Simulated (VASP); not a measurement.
# LiF (R32) in VASP: further runs, part 2 of 2

VASP 6.6.1. Earlier steps stand in the parts before.

### Step 4. Single point, PBE

This run uses another cell than the first one, of 11.99 Å³/atom.

INCAR reads:

```
SYSTEM = LiF
PREC = Accurate ; ENCUT = 520
EDIFF = 1E-6 ; ISMEAR = 0
SIGMA = 0.02 ; LREAL = .False.
LASPH = .True. ; NELM = 80
ALGO = Normal ; ISIF = 2
LWAVE = .False. ; LCHARG = .False.
GGA = PE ; NBANDS = 36
```

KPOINTS reads:

```
Automatic mesh
0
Gamma
  6 6 6
  0 0 0
```

POSCAR reads:

```
LiF
1.0
    3.0940799689      1.7863679029      3.6143715783
   -3.0940799689      1.7863679029      3.6143715783
    0.0000000000     -3.5727358058      3.6143715783
Li F
5 5
Direct
    0.1777511680      0.1777511680      0.1777511680
    0.8222488320      0.8222488320      0.8222488320
    0.5960238805      0.0000000000      0.4039761195
    0.4039761195      0.5960238805      0.0000000000
    0.0000000000      0.4039761195      0.5960238805
    0.3480208848      0.3480208848      0.3480208848
    0.0855801581      0.5000000000      0.9144198419
    0.9144198419      0.0855801581      0.5000000000
    0.5000000000      0.9144198419      0.0855801581
    0.6519791152      0.6519791152      0.6519791152
```

Potentials or basis: VASP PAW PBE potentials, release 64 (Li_sv, F).

Run with:

```sh
> cat potpaw_PBE.64/Li_sv/POTCAR potpaw_PBE.64/F/POTCAR > POTCAR
> mpirun -np 1 vasp_std > vasp.out
```

OUTCAR:

```text
SYSTEM = LiF
   PREC = Accurate
   ENCUT = 520
   EDIFF = 1E-6
   ISMEAR = 0
   LREAL = .False.
   LASPH = .True.
   NELM = 80
   ISIF = 2
   GGA = PE

 ion  position               nearest neighbor table
   1  0.178  0.178  0.178-   6 1.85   8 1.87   7 1.87   9 1.87   4 2.53   5 2.53   3 2.53
   2  0.822  0.822  0.822-  10 1.85   8 1.87   9 1.87   7 1.87   4 2.53   3 2.53   5 2.53
   3  0.596  0.000  0.404-  10 1.89   6 1.89   9 1.98   8 1.98   2 2.53   1 2.53
   4  0.404  0.596  0.000-   6 1.89  10 1.89   9 1.98   7 1.98   1 2.53   2 2.53
   5  0.000  0.404  0.596-   6 1.89  10 1.89   7 1.98   8 1.98   1 2.53   2 2.53
[... 1160 lines left out ...]
  external PRESSURE =      -1.4525062 kB  Pullay stress =       0.0000000 kB

 VOLUME and BASIS-vectors are now :
 -----------------------------------------------------------------------------
  energy-cutoff  :      520.00
  volume of cell :      119.86
      direct lattice vectors                 reciprocal lattice vectors
     3.094079969  1.786367903  3.614371578     0.161598926  0.093299183  0.092224423
    -3.094079969  1.786367903  3.614371578    -0.161598926  0.093299183  0.092224423
     0.000000000 -3.572735806  3.614371578     0.000000000 -0.186598367  0.092224423

 POSITION                                       TOTAL-FORCE (eV/Angst)
 -----------------------------------------------------------------------------------
      0.00000      0.00000      1.92738         0.000000     -0.000000     -0.021503
      0.00000      0.00000      8.91574         0.000000     -0.000000      0.021503
      1.84415     -0.37858      3.61437         0.002938      0.005089      0.000000
     -0.59421      1.78637      3.61437        -0.005877     -0.000000      0.000000
     -1.24993     -1.40779      3.61437         0.002938     -0.005089      0.000000
      0.00000      0.00000      3.77363         0.000000     -0.000000      0.009963
     -1.28225     -2.22092      5.42156         0.001126      0.001951      0.000000
      2.56450      0.00000      5.42156        -0.002253     -0.000000      0.000000
     -1.28225      2.22092      5.42156         0.001126     -0.001951      0.000000
      0.00000      0.00000      7.06948         0.000000     -0.000000     -0.009963
 -----------------------------------------------------------------------------------
    total drift:                               -0.000000      0.000000      0.000000

  FREE ENERGIE OF THE ION-ELECTRON SYSTEM (eV)
  ---------------------------------------------------
  free  energy   TOTEN  =       -47.0359603904 eV

  energy  without entropy=      -47.0359603904  energy(sigma->0) =      -47.03596039
```

OSZICAR:

```text
N       E                     dE             d eps       ncg     rms          rms(c)
DAV:   1     0.443757705753E+03    0.44376E+03   -0.25098E+04  2312   0.149E+03
DAV:   2    -0.585930473066E+01   -0.44962E+03   -0.42609E+03  2656   0.397E+02
DAV:   3    -0.472157462718E+02   -0.41356E+02   -0.41183E+02  3160   0.107E+02
DAV:   4    -0.515717022865E+02   -0.43560E+01   -0.43263E+01  4124   0.308E+01
DAV:   5    -0.518687417432E+02   -0.29704E+00   -0.29697E+00  3156   0.577E+00    0.123E+01
DAV:   6    -0.470618986312E+02    0.48068E+01   -0.15297E+01  2540   0.209E+01    0.399E+00
DAV:   7    -0.470095371550E+02    0.52361E-01   -0.11485E+00  3620   0.425E+00    0.269E+00
DAV:   8    -0.470228515018E+02   -0.13314E-01   -0.31138E-01  2564   0.418E+00    0.778E-01
DAV:   9    -0.470281671358E+02   -0.53156E-02   -0.75931E-02  2868   0.152E+00    0.246E-01
DAV:  10    -0.470351534020E+02   -0.69863E-02   -0.70863E-03  2732   0.447E-01    0.666E-02
DAV:  11    -0.470358718074E+02   -0.71841E-03   -0.85384E-04  2628   0.185E-01    0.255E-02
DAV:  12    -0.470359491273E+02   -0.77320E-04   -0.97056E-05  3048   0.638E-02    0.146E-02
DAV:  13    -0.470359587449E+02   -0.96176E-05   -0.30864E-05  2748   0.335E-02    0.421E-03
DAV:  14    -0.470359597970E+02   -0.10521E-05   -0.29680E-06  2588   0.123E-02    0.222E-03
DAV:  15    -0.470359603904E+02   -0.59341E-06   -0.71229E-07  1888   0.660E-03
   1 F= -.47035960E+02 E0= -.47035960E+02  d E =-.385170E-72
```

stdout:

```text
POSCAR found type information on POSCAR LiF
 POSCAR found :  2 types and      10 ions
 scaLAPACK will be used
 LDA part: xc-table for (Slater+PW92), standard interpolation
 POSCAR, INCAR and KPOINTS ok, starting setup
 FFT: planning ... GRIDC
 FFT: planning ... GRID_SOFT
 FFT: planning ... GRID
 WAVECAR not read
 entering main loop
```

Wall time 1.7 min (1 thread of AMD EPYC 9R45 (Zen 5), shared host); peak memory 0.24 GiB.

Results:

```
Free energy            : -47.0360 eV
Largest force          : 0.022 eV/Å
Band gap on the k mesh : 6.12 eV
```

Forces on the atoms (eV/Å):
```
Li   0.000  0.000 -0.022
Li   0.000  0.000  0.022
Li   0.003  0.005  0.000
Li  -0.006  0.000  0.000
Li   0.003 -0.005  0.000
F    0.000  0.000  0.010
F    0.001  0.002  0.000
F   -0.002  0.000  0.000
F    0.001 -0.002  0.000
F    0.000  0.000 -0.010
```

Levels at points of the mesh, in eV from the valence-band top:
```tsv
k point	band 22	band 23	band 24	band 25	band 26	band 27	band 28	band 29
(0.00, 0.00, 0.00)	-0.40	-0.40	-0.25	0.00	6.12	10.05	10.43	10.43
(0.50, 0.00, 0.00)	-0.64	-0.48	-0.30	-0.20	7.11	8.59	10.24	11.38
(0.50, 0.50, 0.00)	-0.57	-0.43	-0.36	-0.22	7.66	9.42	9.45	10.77
(0.50, 0.50, 0.50)	-0.54	-0.43	-0.43	-0.20	8.42	9.60	9.60	9.67
```

Caveat: the cutoff is under 1.25 times the usual one of these potentials, so pressure, stress and relaxed cells hold a basis-set (Pulay) error. A k mesh can miss the band edges.

### Step 5. Relaxation of cell and atoms, PBE

INCAR reads:

```
SYSTEM = LiF
PREC = Accurate
ENCUT = 600
EDIFF = 1E-7
ISMEAR = 0
SIGMA = 0.1
LREAL = .False.
LASPH = .True.
NELM = 100
ALGO = Normal
ISIF = 3
LWAVE = .False.
LCHARG = .False.
GGA = PE
IBRION = 2
NSW = 90
EDIFFG = -0.04
```

KPOINTS reads:

```
regular mesh
0
Gamma
  6 6 6
  0 0 0
```

POSCAR reads:

```
LiF
1.0
    2.8435283100      1.6417118300      3.3715186600
   -2.8435283100      1.6417118300      3.3715186600
    0.0000000000     -3.2834236700      3.3715186600
Li F
5 5
Direct
    0.1647721900      0.1647721900      0.1647721900
    0.8352278100      0.8352278100      0.8352278100
    0.6121795600      0.0000000000      0.3878204400
    0.3878204400      0.6121795600      0.0000000000
    0.0000000000      0.3878204400      0.6121795600
    0.3352278100      0.3352278100      0.3352278100
    0.1121795600      0.5000000000      0.8878204400
    0.8878204400      0.1121795600      0.5000000000
    0.5000000000      0.8878204400      0.1121795600
    0.6647721900      0.6647721900      0.6647721900
```

Run with:

```sh
> cat potpaw_PBE.64/Li_sv/POTCAR potpaw_PBE.64/F/POTCAR > POTCAR
> mpirun -np 1 vasp_std > vasp.out
```

Wall time 13 min (1 thread of AMD EPYC 9R45 (Zen 5), shared host); peak memory 0.25 GiB.

It converged, with:

```
Free energy                           : -46.9813 eV
Relaxed volume                        : 11.93 Å³/atom
Relaxed cell                          : a = 5.072 Å, b = 5.072 Å, c = 5.072 Å, α = 75.13°, β = 75.13°, γ = 75.13°
Space group after relaxing (to 0.1 Å) : R32 (No. 155)
Energy gained by relaxing             : 138.5 meV/atom
Ionic steps                           : 13
Pressure after relaxing               : -0.1 GPa
Largest force after relaxing          : 0.018 eV/Å
Band gap on the k mesh                : 6.12 eV
```

Forces on the atoms (eV/Å):
```
Li   0.000  0.000 -0.013
Li   0.000  0.000  0.013
Li   0.005  0.008  0.000
Li  -0.009  0.000  0.000
Li   0.005 -0.008  0.000
F    0.000  0.000 -0.013
F   -0.009 -0.016  0.000
F    0.018  0.000  0.000
F   -0.009  0.016  0.000
F    0.000  0.000  0.013
```

Stress tensor (GPa, compression positive):
```
-0.10  0.00  0.00
 0.00 -0.10  0.00
 0.00  0.00  0.00
```

Step by step:
| step | energy change (eV) | largest force (eV/Å) | pressure (GPa) | volume (Å³) |
| --- | --- | --- | --- | --- |
| 1 | 0.0000 | 1.3365 | 17.26 | 94.43 |
| 2 | -1.0510 | 0.6482 | 4.42 | 109.03 |
| 3 | -1.1330 | 0.7968 | -1.78 | 122.07 |
| 4 | -1.1672 | 0.7683 | 0.03 | 117.56 |
| 5 | -1.2675 | 0.5522 | -0.19 | 119.01 |
| 6 | -1.3532 | 0.1186 | -0.48 | 121.89 |
| 7 | -1.3532 | 0.1322 | -0.49 | 121.97 |
| 8 | -1.3606 | 0.1284 | -0.18 | 121.02 |
| 9 | -1.3687 | 0.1220 | 0.66 | 118.57 |
| 10 | -1.3740 | 0.0615 | 0.48 | 118.71 |
| 11 | -1.3803 | 0.0941 | 0.00 | 119.10 |
| 12 | -1.3832 | 0.0588 | -0.03 | 119.19 |
| 13 | -1.3846 | 0.0184 | -0.06 | 119.30 |

Final structure:
```
Li F
1.0
     3.09204    1.78519    3.60208
    -3.09204    1.78519    3.60208
     0.00000   -3.57038    3.60208
Li F
5 5
Direct
  0.17738 0.17738 0.17738
  0.82262 0.82262 0.82262
  0.59511 0.00000 0.40489
  0.40489 0.59511 0.00000
  0.00000 0.40489 0.59511
  0.34845 0.34845 0.34845
  0.08671 0.50000 0.91329
  0.91329 0.08671 0.50000
  0.50000 0.91329 0.08671
  0.65155 0.65155 0.65155
```

Levels at points of the mesh, in eV from the valence-band top:
```tsv
k point	band 23	band 24	band 25	band 26	band 27	band 28
(0.00, 0.00, 0.00)	-0.41	-0.26	0.00	6.12	10.07	10.43
(0.50, 0.00, 0.00)	-0.48	-0.31	-0.20	7.11	8.59	10.25
(0.50, 0.50, 0.00)	-0.43	-0.37	-0.23	7.66	9.42	9.46
(0.50, 0.50, 0.50)	-0.44	-0.44	-0.20	8.42	9.59	9.59
```

Caveat: the cutoff is under 1.25 times the usual one of these potentials, so pressure, stress and relaxed cells hold a basis-set (Pulay) error; the volume moved by over 15 % at a fixed basis, so the end points are rough. A k mesh can miss the band edges.

### Step 6. Overview

| task | cell | cutoff (eV) | smearing | gap on the mesh (eV) | largest force (eV/Å) |
| --- | --- | --- | --- | --- | --- |
| single point | a = 4.706 Å, angles 74.3°, 10 atoms, atomic positions A | 520 | gaussian 0.1 eV | 5.92 | 1.34 |
| single point | a = 5.075 Å, angles 75.1°, 10 atoms, atomic positions B | 520 | gaussian 0.1 eV | 6.13 | 0.03 |
| single point | a = 5.082 Å, angles 75.0°, 10 atoms, atomic positions C | 520 | gaussian 0.02 eV | 6.12 | 0.02 |
| relaxation of cell and atoms | relaxed from a = 4.706 Å, angles 74.3°, 10 atoms, atomic positions A | 600 | gaussian 0.1 eV | 6.12 | 0.02 |

Alike in all rows: level PBE; potentials or basis VASP PAW PBE potentials, release 64 (Li_sv, F); no spin polarisation; k mesh 6 × 6 × 6.

Caveats: the cutoff is under 1.25 times the usual one of these potentials, so pressure, stress and relaxed cells hold a basis-set (Pulay) error; forces of over 1 eV/Å act on the atoms, so gaps and moduli don't describe the material at rest (at least some runs); the volume moved by over 15 % at a fixed basis, so the end points are rough (at least some runs).

Absolute energies hang on the potentials; compare differences alone.
